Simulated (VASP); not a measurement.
Write the native input for VASP 6.6.1 that does the following.

- Task: single point
- Functional: PBE
- Potentials or basis: VASP PAW PBE potentials, release 64 (Cd, F)
- Cutoff: 520 eV
- k mesh: 6 × 4 × 4
- Occupations: gaussian, width 0.1 eV
- Spin: no spin polarisation
- Dipole correction: no
- Further INCAR settings: ALGO = Normal; EDIFF = 1e-06; NBANDS = 43

The structure of CdF3 lies in POSCAR:

```
CdF3
1.0
    3.7370631905      0.0000000000      0.0000000000
    0.0000000000      5.4877171654      0.0000000000
    0.0000000000      0.0000000000      6.2226295297
Cd F
2 6
Direct
    0.0000000000      0.5000000000      0.1510396411
    0.5000000000      0.0000000000      0.8489603589
    0.0000000000      0.7555922238      0.8538430837
    0.0000000000      0.2444077762      0.8538430837
    0.5000000000      0.2555922238      0.1461569163
    0.5000000000      0.7444077762      0.1461569163
    0.0000000000      0.5000000000      0.4833323230
    0.5000000000      0.0000000000      0.5166676770
```

One way to write it, as run:

INCAR

```
ALGO = Normal
EDIFF = 1E-6
ENCUT = 520
GGA = PE
ISIF = 2
ISMEAR = 0
LASPH = True
LCHARG = True
LELF = True
LREAL = False
LVHAR = True
LWAVE = False
NBANDS = 43
NELM = 60
PREC = Accurate
SIGMA = 0.1
```

KPOINTS

```
k-points
0
Gamma
  6 4 4
```

Potentials or basis: VASP PAW PBE potentials, release 64 (Cd, F).

Run with:

```bash
$ cat potpaw_PBE.64/Cd/POTCAR potpaw_PBE.64/F/POTCAR > POTCAR
$ mpirun -np 1 vasp_std > vasp.out
```

It gave:

```json
{
 "Pressure": "0.6 GPa",
 "Largest force": "0.204 eV/Å",
 "Band gap on the k mesh": "zero (band 33 reaches -3.60 eV, above the bottom of band 34 at -3.87 eV)"
}
```

Wall time 6.4 min on 1 thread of Oxide Virtual Turin-like Processor, with other jobs on the host, peak memory 0.27 GiB.
